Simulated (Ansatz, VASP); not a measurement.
## ZnS: VASP beside Ansatz

POSCAR

```
ZnS
1.0
    3.9229990227      0.0000000000      0.0000000000
   -1.9614995113      3.3974168126      0.0000000000
    0.0000000000      0.0000000000     12.0924711888
Zn S
4 4
Direct
    0.0000000000      0.0000000000      0.0001143924
    0.0000000000      0.0000000000      0.5001143924
    0.3333333333      0.6666666667      0.2500706174
    0.6666666667      0.3333333333      0.7500706174
    0.0000000000      0.0000000000      0.1872361436
    0.0000000000      0.0000000000      0.6872361436
    0.3333333333      0.6666666667      0.4375788466
    0.6666666667      0.3333333333      0.9375788466
```

INCAR.step1

```
  PREC = Accurate
  ENCUT = 520
  ISMEAR = 0
  SIGMA = 0.05
  LREAL = False
  LASPH = True
  NELM = 80
  NBANDS = 46
  GGA = PE
  ALGO = Normal
  EDIFF = 1E-4
  LWAVE = True
  LCHARG = False
```

INCAR.step2

```
  PREC = Accurate
  ENCUT = 520
  EDIFF = 1E-7
  ISMEAR = 0
  SIGMA = 0.05
  LREAL = False
  LASPH = True
  NELM = 80
  ALGO = Normal
  ISIF = 2
  LWAVE = False
  LCHARG = True
  METAGGA = R2SCAN
  LMIXTAU = True
  LELF = True
  LVHAR = True
  NBANDS = 46
  ISTART = 1
```

The input KPOINTS:

```
regular mesh
0
Gamma
  6 6 2
```

Input for Ansatz:

```yaml
crystal:
  lattice:
    - [3.9229990227, 0.0, 0.0]
    - [-1.9614995113, 3.3974168126, 0.0]
    - [0.0, 0.0, 12.0924711888]
  atoms:
    - { symbol: Zn, position: [0.0, 0.0, 0.0001143924] }
    - { symbol: Zn, position: [0.0, 0.0, 0.5001143924] }
    - { symbol: Zn, position: [0.3333333333, 0.6666666667, 0.2500706174] }
    - { symbol: Zn, position: [0.6666666667, 0.3333333333, 0.7500706174] }
    - { symbol: S, position: [0.0, 0.0, 0.1872361436] }
    - { symbol: S, position: [0.0, 0.0, 0.6872361436] }
    - { symbol: S, position: [0.3333333333, 0.6666666667, 0.4375788466] }
    - { symbol: S, position: [0.6666666667, 0.3333333333, 0.9375788466] }
basis:
  ecutwfc: 500
kpoints:
  mp_grid: { grid: [6, 6, 2] }
hamiltonian:
  xc: r2scan
scf:
  occupations: { method: gaussian, width: 0.05 }
output:
  forces: true
  stress: true
  eigenvalues: true
```

Change from the starting cell: strain +0.030 along x and y, -0.030 along z, atoms carried along.

Alike in both runs: task single point; functional r2SCAN; k mesh 6 × 6 × 2; occupations gaussian, width 0.05 eV; no spin polarisation.

|  | VASP | Ansatz |
| --- | --- | --- |
| version | VASP 6.6.1 | Ansatz 0.2.0 |
| potentials or method | VASP PAW PBE potentials, release 64 (Zn, S), cutoff 520 eV | scalar-relativistic, plane waves, PAW |
| valence electrons in the cell | 72 | 72 |

|  | VASP | Ansatz | Ansatz less VASP |
| --- | --- | --- | --- |
| gap on the k mesh at the Fermi level (eV) | 2.54 | 2.53 | -0.006 |
| least direct gap on the mesh (eV) | 2.54 | 2.53 | -0.006 |
| pressure (GPa) | -1.6 | -1.6 | 0.00 |
| traceless stress, the component that is largest in VASP (GPa) | 5.76 | 5.73 | -0.034 |
| rms of the force components (eV/Å) | 0.245 | 0.249 | +0.0045 |

VASP's potentials were made for PBE, not for r2SCAN. Atom by atom the forces differ by 0.004 eV/Å (rms over components). With one functional, cell and mesh, what is left measures potentials, basis and numerics.
